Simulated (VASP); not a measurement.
Write the native input for VASP 6.6.1 that does the following.

| Item | Value |
| --- | --- |
| Task | single point |
| Functional | PBE |
| Potentials or basis | VASP PAW PBE potentials, release 64 (Mg, Zn, C) |
| Cutoff | 520 eV |
| k mesh | 8 × 8 × 8 |
| Occupations | methfessel-paxton, width 0.1 eV |
| Spin | no spin polarisation |
| Dipole correction | no |
| Further INCAR settings | ALGO = Normal; EDIFF = 1e-06; NBANDS = 19 |

The structure of Mg3ZnC lies in POSCAR:

```
Mg3ZnC
1.0
    4.4069300000      0.0000000000      0.0000000000
    0.0000000000      4.4069300000      0.0000000000
    0.0000000000      0.0000000000      4.2967567500
Mg Zn C
3 1 1
Direct
    0.0000000000      0.5000000000      0.5000000000
    0.5000000000      0.5000000000      0.0000000000
    0.5000000000      0.0000000000      0.5000000000
    0.0000000000      0.0000000000      0.0000000000
    0.5000000000      0.5000000000      0.5000000000
```

These files were run (other wordings do the same):

INCAR

```
  PREC = Accurate
  ENCUT = 520
  EDIFF = 1E-6
  ISMEAR = 1
  SIGMA = 0.1
  LREAL = F
  LASPH = T
  NELM = 60
  ALGO = Normal
  ISIF = 2
  LWAVE = F
  LCHARG = F
  GGA = PE
  NBANDS = 19
```

KPOINTS

```
Automatic mesh
0
Gamma
  8 8 8
```

Potentials or basis: VASP PAW PBE potentials, release 64 (Mg, Zn, C).

Run with:

```bash
$ cat potpaw_PBE.64/Mg/POTCAR potpaw_PBE.64/Zn/POTCAR potpaw_PBE.64/C/POTCAR > POTCAR
$ mpirun -np 1 vasp_std > vasp.out
```

Results of the run:

```
Pressure               : 1.3 GPa
Band gap on the k mesh : zero (bands 11 and 12 overlap by 3.34 eV)
```

Run time: 2.4 min on 1 thread of Intel(R) Xeon(R) Platinum 8488C (Sapphire Rapids), on a shared host, peak memory 0.28 GiB.
